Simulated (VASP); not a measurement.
Runs of VASP 6.6.1 on HfO2. The structure is that of space group Fm-3m (No. 225), or close to it. The cells are those of the table. 

```csv
task,level,spin,cell,k mesh,cutoff (eV),smearing,grid for exact exchange (PRECFOCK),share of exact exchange,screening parameter,gap on the mesh (eV),pressure (GPa),relaxed volume (Å³/atom)
single point,PBE,"non-collinear, zero start, SOC","a = 3.577 Å, angles 60.0°, 3 atoms",8 × 8 × 8,520,gaussian 0.01 eV,-,-,-,-,2.3,-
relaxation of cell and atoms,r2SCAN,off,"relaxed from a = 3.604 Å, angles 60.0°, 3 atoms",8 × 8 × 8,600,fermi-dirac 0.02 eV,-,-,-,4.36,0.0,10.62
single point,PBE,off,"a = 3.604 Å, angles 60.0°, 3 atoms",8 × 8 × 8,520,fermi-dirac 0.02 eV,-,-,-,3.76,-3.6,-
single point,r2SCAN,off,"a = 3.577 Å, angles 60.0°, 3 atoms",8 × 8 × 8,520,fermi-dirac 0.02 eV,-,-,-,(b),-3.9,-
relaxation of cell and atoms,PBE,off,"relaxed from a = 3.558 Å, angles 60.0°, 3 atoms",8 × 8 × 8,600,fermi-dirac 0.02 eV,-,-,-,3.80,0.1,10.86
single point,PBE,off,"a = 3.577 Å, angles 60.0°, 3 atoms",6 × 6 × 6,520,gaussian 0.01 eV,-,-,-,3.82,2.1,-
relaxation of cell and atoms,PBEsol,off,"relaxed from a = 3.604 Å, angles 60.0°, 3 atoms",8 × 8 × 8,600,fermi-dirac 0.02 eV,-,-,-,3.75,0.0,10.53
dielectric tensor,r2SCAN,off,"a = 3.577 Å, angles 60.0°, 3 atoms",8 × 8 × 8,520,gaussian 0.01 eV,-,-,-,4.31,-,-
single point,PBEsol,off,"a = 3.567 Å, angles 60.0°, 3 atoms",8 × 8 × 8,520,fermi-dirac 0.02 eV,-,-,-,3.71,(c),-
single point,HSE06,off,"a = 3.577 Å, angles 60.0°, 3 atoms",6 × 6 × 6,520,gaussian 0.01 eV,Normal,0.25,0.2079 1/Å,(a),-5.3,-
single point,PBE,off,"a = 3.577 Å, angles 60.0°, 3 atoms",8 × 8 × 8,520,fermi-dirac 0.02 eV,-,-,-,3.82,2.1,-
```

Alike in all rows: potentials or basis VASP PAW PBE potentials, release 64 (Hf_pv, O).

Task: Estimate the missing entries.

Result: (a) 5.36; (b) 4.32; (c) -3.7.

Caveats: spin-orbit coupling is left out, which moves the levels of the heavy elements (at least some runs); the PAW data sets were made with another functional, which shifts forces and pressure a little (at least some runs); the cell stands under tension (at least some runs).

A k mesh can miss the band edges, and rows without SOC leave out spin-orbit coupling on Hf.
